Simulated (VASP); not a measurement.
# Sn (Im-3m) in VASP: notebook, part 2 of 2

VASP 6.6.1. The steps go on from the part before.

### 3 Relaxation of cell and atoms, LDA

This run uses another cell than the first one, of 27.20 Å³/atom.

The input, INCAR:

```
  ALGO = Normal
  EDIFF = 1E-7
  EDIFFG = -0.01
  ENCUT = 600
  IBRION = 2
  ISIF = 3
  ISMEAR = -1
  LASPH = T
  LCHARG = F
  LREAL = F
  LWAVE = F
  NELM = 80
  NSW = 80
  PREC = Accurate
  SIGMA = 0.1
```

The input, KPOINTS:

```
k-points
0
Gamma
  16 16 16
```

The input, POSCAR:

```
Sn
1.0
   -1.8946520000      1.8946520000      1.8946520000
    1.8946520000     -1.8946520000      1.8946520000
    1.8946520000      1.8946520000     -1.8946520000
Sn
1
Direct
    0.0000000000      0.0000000000      0.0000000000
```

Potentials or basis: VASP PAW LDA potentials, release 64 (Sn_d).

Command:

```bash
> cat potpaw_LDA.64/Sn_d/POTCAR > POTCAR
> mpirun -np 1 vasp_std > vasp.out
```

OUTCAR:

```text
EDIFF = 1E-7
   EDIFFG = -0.01
   ENCUT = 600
   IBRION = 2
   ISIF = 3
   ISMEAR = -1
   LASPH = T
   LREAL = F
   NELM = 80
   NSW = 80
   PREC = Accurate

 ion  position               nearest neighbor table
   1  0.000  0.000  0.000-

  LATTYP: Found a body centered cubic cell.
 ALAT       =     3.7893040000

  Lattice vectors:

 A1 = (  -1.8946520000,   1.8946520000,   1.8946520000)
 A2 = (   1.8946520000,  -1.8946520000,   1.8946520000)
 A3 = (   1.8946520000,   1.8946520000,  -1.8946520000)

Analysis of symmetry for initial positions (statically):
=====================================================================
 Subroutine PRICEL returns:
 Original cell was already a primitive cell.

 Routine SETGRP: Setting up the symmetry group for a
 body centered cubic supercell.

 Subroutine GETGRP returns: Found 48 space group operations
 (whereof 48 operations were pure point group operations)
 out of a pool of 48 trial point group operations.

The static configuration has the point symmetry O_h .

Analysis of symmetry for dynamics (positions and initial velocities):
=====================================================================
 Subroutine PRICEL returns:
 Original cell was already a primitive cell.

 Routine SETGRP: Setting up the symmetry group for a
 body centered cubic supercell.

 Subroutine GETGRP returns: Found 48 space group operations
 (whereof 48 operations were pure point group operations)
 out of a pool of 48 trial point group operations.

The dynamic configuration has the point symmetry O_h .

 Subroutine INISYM returns: Found 48 space group operations
 (whereof 48 operations are pure point group operations),
 and found     1 'primitive' translations

----------------------------------------------------------------------------------------

                                     Primitive cell

  volume of cell :      27.2050

  direct lattice vectors                    reciprocal lattice vectors
    -1.894652000  1.894652000  1.894652000     0.000000000  0.263900706  0.263900706
     1.894652000 -1.894652000  1.894652000     0.263900706  0.000000000  0.263900706
     1.894652000  1.894652000 -1.894652000     0.263900706  0.263900706  0.000000000

  length of vectors
     3.281633527  3.281633527  3.281633527     0.373211957  0.373211957  0.373211957

  position of ions in fractional coordinates (direct lattice)
     0.000000000  0.000000000  0.000000000

  ion indices of the primitive-cell ions
   primitive index   ion index
                 1           1

----------------------------------------------------------------------------------------

 KPOINTS: k-points

Automatic generation of k-mesh.
 Grid dimensions read from file:
 generate k-points for:   16   16   16

 Generating k-lattice:

  Cartesian coordinates                     Fractional coordinates (reciprocal lattice)
     0.000000000  0.016493794  0.016493794     0.062500000  0.000000000  0.000000000
     0.016493794  0.000000000  0.016493794     0.000000000  0.062500000  0.000000000
[... 42 lines left out ...]
   total plane-waves  NPLWV =  21952
   dimension x,y,z NGX =    28 NGY =   28 NGZ =   28
   dimension x,y,z NGXF=    56 NGYF=   56 NGZF=   56
   ions per type =               1
   NGX,Y,Z   is equivalent  to a cutoff of  14.18, 14.18, 14.18 a.u.
   NGXF,Y,Z  is equivalent  to a cutoff of  28.37, 28.37, 28.37 a.u.
 SYSTEM =  unknown system
   PREC   = accura    normal or accurate (medium, high low for compatibility)
   ISTART =      0    job   : 0-new  1-cont  2-samecut
   ICHARG =      2    charge: 1-file 2-atom 10-const
   ISPIN  =      1    spin polarized calculation?
   LNONCOLLINEAR =      F non collinear calculations
   LSORBIT =      F    spin-orbit coupling
   LASPH  =      T    aspherical Exc in radial PAW
   ENCUT  =  600.0 eV  44.10 Ry    6.64 a.u.   6.55  6.55  6.55*2*pi/ulx,y,z
   NELM   =     80;   NELMIN=  2; NELMDL= -5     # of ELM steps
   EDIFF  = 0.1E-06   stopping-criterion for ELM
   LREAL  =      F    real-space projection
   EDIFFG = -.1E-01   stopping-criterion for IOM
   NSW    =     80    number of steps for IOM
   IBRION =      2    ionic relax: 0-MD 1-quasi-New 2-CG
   NFREE  =      1    steps in history (QN), initial steepest desc. (CG)
   ISIF   =      3    stress and relaxation
   ISYM   =      2    0-nonsym 1-usesym 2-fastsym
   POTIM  = 0.5000    time-step for ionic-motion
   TEBEG  =    0.0;   TEEND  =   0.0 temperature during run
   PSTRESS=    0.0 pullay stress
   NELECT =      14.0000    total number of electrons
   NUPDOWN=      -1.0000    fix difference up-down
   EMIN   =  10.00;   EMAX   =-10.00  energy-range for DOS
   EFERMI =   0.00;   METHOD = LEGACY
   ISMEAR =    -1;   SIGMA  =   0.10  broadening in eV -4-tet -1-fermi 0-gaus
   EFERMI_NEDOS =   21; number of points for ismear=-14 and -15
   IALGO  =     38    algorithm
   IMIX   =      4    mixing-type and parameters
     AMIX     =   0.40;   BMIX     =  1.00
     AMIX_MAG =   1.60;   BMIX_MAG =  1.00
  volume/ion in A,a.u.               =      27.20       183.59
  Fermi-wavevector in a.u.,A,eV,Ry     =   1.311902  2.479135 23.416808  1.721087
  Thomas-Fermi vector in A             =   2.442331
   LORBIT       =      0    0 simple, 1 ext, 2 COOP (PROOUT), +10 PAW based schemes
   GGA     = CA    functional components
   LHFCALC =     F    Hartree Fock is set to
   AEXX    =    0.0000 exact exchange contribution
   IVDW    =     0    specifies the selected vdW correction
   LEPSILON=     F    determine dielectric tensor
   LRPA    =     F    only Hartree local field effects (RPA)
 conjugate gradient relaxation of ions
 non-spin polarized calculation
  energy-cutoff  :      600.00
  volume of cell :       27.20
 maximum number of plane-waves:       941
 NGX is ok and might be reduce to    28
   NGX = 13   NGY = 13   NGZ = 13

--------------------------------------- Ionic step        1  -------------------------------------------

 number of electron      13.9999996 magnetization

 Free energy of the ion-electron system (eV)
  ---------------------------------------------------
  ext. energy  EPLUGINS =         0.00000000
  ---------------------------------------------------
  free energy    TOTEN  =        -4.43118874 eV

  energy without entropy =       -4.41094662  energy(sigma->0) =       -4.42106768

------------------------ aborting loop because EDIFF is reached ----------------------------------------

  FORCE on cell =-STRESS in cart. coord.  units (eV):
  Direction    XX          YY          ZZ          XY          YZ          ZX
  --------------------------------------------------------------------------------------
  -------------------------------------------------------------------------------------
  Total       -0.5415234     -0.5415234     -0.5415234     -0.0000000      0.0000000     -0.0000000
  in kB      -31.8918312    -31.8918312    -31.8918312     -0.0000000      0.0000000     -0.0000000
  external PRESSURE =     -31.8918312 kB  Pullay stress =       0.0000000 kB
[... 57 lines left out ...]
--------------------------------------- Ionic step        3  -------------------------------------------

 number of electron      14.0000006 magnetization

 Free energy of the ion-electron system (eV)
  ---------------------------------------------------
  ext. energy  EPLUGINS =         0.00000000
  ---------------------------------------------------
  free energy    TOTEN  =        -4.44814694 eV

  energy without entropy =       -4.42716011  energy(sigma->0) =       -4.43765353

 E-fermi :   8.5312     XC(G=0): -10.8927

 val. band max:        8.5254372717   @ k =  -0.2500   0.3750   0.1250
 cond. band min:       8.5322792284   @ k =   0.2500   0.1875   0.1250
 fundamental gap:      0.0068419567
 Fermi energy:         8.5312209642

 k-point     1 :       0.0000    0.0000    0.0000
  band No.  band energies     occupation
      1     -12.9210      2.00000
      2     -12.9210      2.00000
      3     -12.9210      2.00000
      4     -12.7516      2.00000
      5     -12.7516      2.00000
      6      -2.9828      2.00000
      7      16.9776      0.00000
      8      16.9776      0.00000
      9      16.9776      0.00000
     10      20.9051      0.00000
     11      20.9051      0.00000
[... 309 lines left out ...]
 k-point    24 :       0.2500    0.1875   -0.0000
  band No.  band energies     occupation
      1     -12.9433      2.00000
      2     -12.8773      2.00000
      3     -12.7782      2.00000
      4     -12.7680      2.00000
      5     -12.7119      2.00000
      6       0.3165      2.00000
      7       7.5728      1.99986
      8       9.7514      0.00001
      9      13.5279      0.00000
     10      18.8182      0.00000
     11      19.9667      0.00000

 [... further k-points ...]
[... 5 lines left out ...]
  --------------------------------------------------------------------------------------
  -------------------------------------------------------------------------------------
  Total       -0.0004028     -0.0004028     -0.0004028     -0.0000000     -0.0000000      0.0000000
  in kB       -0.0252306     -0.0252306     -0.0252306     -0.0000000     -0.0000000      0.0000000
  external PRESSURE =      -0.0252306 kB  Pullay stress =       0.0000000 kB
[... 16 lines left out ...]
  FREE ENERGIE OF THE ION-ELECTRON SYSTEM (eV)
  ---------------------------------------------------
  free  energy   TOTEN  =        -4.4481469423 eV

  energy  without entropy=       -4.4271601084  energy(sigma->0) =       -4.43765353

 reached required accuracy - stopping structural energy minimisation
```

OSZICAR:

```text
N       E                     dE             d eps       ncg     rms          rms(c)
DAV:   1     0.773566216128E+02    0.77357E+02   -0.81977E+03  3223   0.209E+03
DAV:   2     0.305131846970E+00   -0.77051E+02   -0.75495E+02  3288   0.356E+02
DAV:   3    -0.434185144145E+01   -0.46470E+01   -0.46098E+01  3682   0.784E+01
DAV:   4    -0.444399504391E+01   -0.10214E+00   -0.10210E+00  3591   0.126E+01
[... 20 lines left out ...]
DAV:   3    -0.444859162188E+01    0.86580E-02   -0.24421E-02  4781   0.324E+00    0.612E-02
DAV:   4    -0.444818890031E+01    0.40272E-03   -0.63912E-04  3630   0.403E-01    0.178E-02
DAV:   5    -0.444815016376E+01    0.38737E-04   -0.30370E-05  4900   0.620E-02    0.951E-03
DAV:   6    -0.444814703391E+01    0.31299E-05   -0.53019E-06  3568   0.442E-02    0.121E-03
DAV:   7    -0.444814694233E+01    0.91571E-07   -0.79997E-08  2169   0.424E-03
   3 F= -.44481469E+01 E0= -.44376535E+01  d E =-.169582E-01
```

CONTCAR:

```text
Sn
   1.00000000000000
    -1.8561719127314569    1.8561719127314569    1.8561719127314569
     1.8561719127314569   -1.8561719127314569    1.8561719127314569
     1.8561719127314569    1.8561719127314569   -1.8561719127314569
  Sn
     1
Direct
     0.0000000000000000    0.0000000000000000    0.0000000000000000

  0.00000000E+00  0.00000000E+00  0.00000000E+00
```

Wall time 38 s (1 thread of Intel Xeon 6975P-C (Granite Rapids), shared host); peak memory 0.19 GiB.

What came out:

* Free energy: -4.4481 eV
* Relaxed volume: 25.58 Å³/atom
* Relaxed cell: a = 3.215 Å, b = 3.215 Å, c = 3.215 Å, α = 109.47°, β = 109.47°, γ = 109.47°
* Space group after relaxing (to 0.1 Å): Im-3m (No. 229)
* Energy gained by relaxing: 17.0 meV/atom
* Ionic steps: 3
* Pressure after relaxing: 0.0 GPa
* Band gap on the k mesh: zero (bands 7 and 8 overlap by 10.95 eV)

The path:
```csv
step,energy change (eV),largest force (eV/Å),pressure (GPa),volume (Å³)
1,0.0000,0.0000,-3.19,27.20
2,-0.0155,0.0000,1.09,25.13
3,-0.0170,0.0000,0.00,25.58
```

Final structure:
```
Sn
1.0
    -1.85617    1.85617    1.85617
     1.85617   -1.85617    1.85617
     1.85617    1.85617   -1.85617
Sn
1
Direct
  0.00000 0.00000 0.00000
```

Caveat: spin-orbit coupling is left out, which moves the levels of the heavy elements.

The gap in the log of VASP goes by the Fermi energy; the results here count the filled bands.